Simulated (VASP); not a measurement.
Write the native input for VASP 6.6.1 that does the following.

```
Task                   : single point
Functional             : PBE
Potentials or basis    : VASP PAW PBE potentials, release 64 (Sn_d, H)
Cutoff                 : 520 eV
k mesh                 : 6 × 6 × 1
Occupations            : fermi-dirac, width 0.02 eV
Spin                   : no spin polarisation
Dipole correction      : yes
Further INCAR settings : ALGO = Normal; EDIFF = 1e-06; NBANDS = 23
```

The structure of SnH lies in POSCAR:

```
SnH
1.0
    4.7134077422      0.0000000000      0.0000000000
   -2.3567038711      4.0819308431      0.0000000000
    0.0000000000      0.0000000000     32.3669333360
Sn H
2 2
Direct
    0.3333333333      0.6666666667      0.3216805084
    0.6666666667      0.3333333333      0.2962340711
    0.3333333333      0.6666666667      0.3753505311
    0.6666666667      0.3333333333      0.2425640483
```

One way to write it, as run:

INCAR

```
SYSTEM = SnH
PREC = Accurate
ENCUT = 520
EDIFF = 1E-6
ISMEAR = -1
SIGMA = 0.02
LREAL = .False.
LASPH = .True.
NELM = 60
ALGO = Normal
ISIF = 2
LWAVE = .False.
LCHARG = .True.
LDIPOL = .True.
IDIPOL = 3
DIPOL = 0.5 0.5 0.309
GGA = PE
LELF = .True.
LVHAR = .True.
LVACPOTAV = .True.
NBANDS = 23
```

KPOINTS

```
Automatic mesh
0
Gamma
  6 6 1
  0 0 0
```

Potentials or basis: VASP PAW PBE potentials, release 64 (Sn_d, H).

Run with:

```bash
$ cat potpaw_PBE.64/Sn_d/POTCAR potpaw_PBE.64/H/POTCAR > POTCAR
$ mpirun -np 1 vasp_std > vasp.out
```

It gave:

```json
{"Largest force": "0.019 eV/Å", "Band gap on the k mesh": "0.43 eV, direct", "Ionisation potential of the upper face": "4.99 eV"}
```

Caveat: spin-orbit coupling is left out, which moves the levels of the heavy elements.

Wall time 110 s on 1 thread of Intel(R) Xeon(R) 6975P-C (Granite Rapids), on a shared host, peak memory 0.69 GiB.
